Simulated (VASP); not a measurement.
Tl:

```
Tl
1.0
    -1.85991    1.92472    2.17996
     1.85991   -1.92472    2.17996
     1.85991    1.92472   -2.17996
Tl
1
Direct
  0.50000 0.50000 0.00000
```

The cell was generated, and may not be a known phase.

| Property | Result |
| --- | --- |
| Program | VASP 6.6.1 |
| Task | relaxation of cell and atoms |
| Functional | PBE |
| Potentials or basis | VASP PAW PBE potentials, release 64 (Tl_d) |
| Cutoff | 600 eV |
| k mesh | 20 × 20 × 20 |
| Occupations | gaussian, width 0.1 eV |
| Spin | no spin polarisation |

At the start: pressure 0.1 GPa; volume 31.22 Å³/atom.

Problem. Where does the relaxation end?

Solution. Over 11 steps the energy falls by 8.7 meV/atom and the volume is 31.35 Å³/atom (+0.4 %); space group Immm (No. 71, to 0.1 Å) before, I4/mmm (No. 139, to 0.1 Å).

The path:
```
step  energy change (eV)  largest force (eV/Å)  pressure (GPa)  volume (Å³)
   1              0.0000                0.0000            0.10        31.22
   2             -0.0010                0.0000           -0.01        31.30
   3             -0.0036                0.0000           -0.17        31.55
   4             -0.0068                0.0000           -0.53        32.02
   5             -0.0077                0.0000           -0.34        31.81
   6             -0.0085                0.0000           -0.09        31.51
   7             -0.0080                0.0000            0.44        30.91
   8             -0.0086                0.0000            0.05        31.32
   9             -0.0086                0.0000            0.06        31.30
  10             -0.0087                0.0000            0.06        31.32
  11             -0.0087                0.0000            0.03        31.35
```

Final structure:
```cif
data_structure
_symmetry_space_group_name_H-M 'P 1'
_symmetry_Int_Tables_number 1
_cell_length_a 3.4406
_cell_length_b 3.4406
_cell_length_c 3.4406
_cell_angle_alpha 110.136
_cell_angle_beta 109.927
_cell_angle_gamma 108.357
_cell_volume 31.35
loop_
_atom_site_label
_atom_site_type_symbol
_atom_site_fract_x
_atom_site_fract_y
_atom_site_fract_z
_atom_site_occupancy
Tl1 Tl 0.50000 0.50000 0.00000 1
```
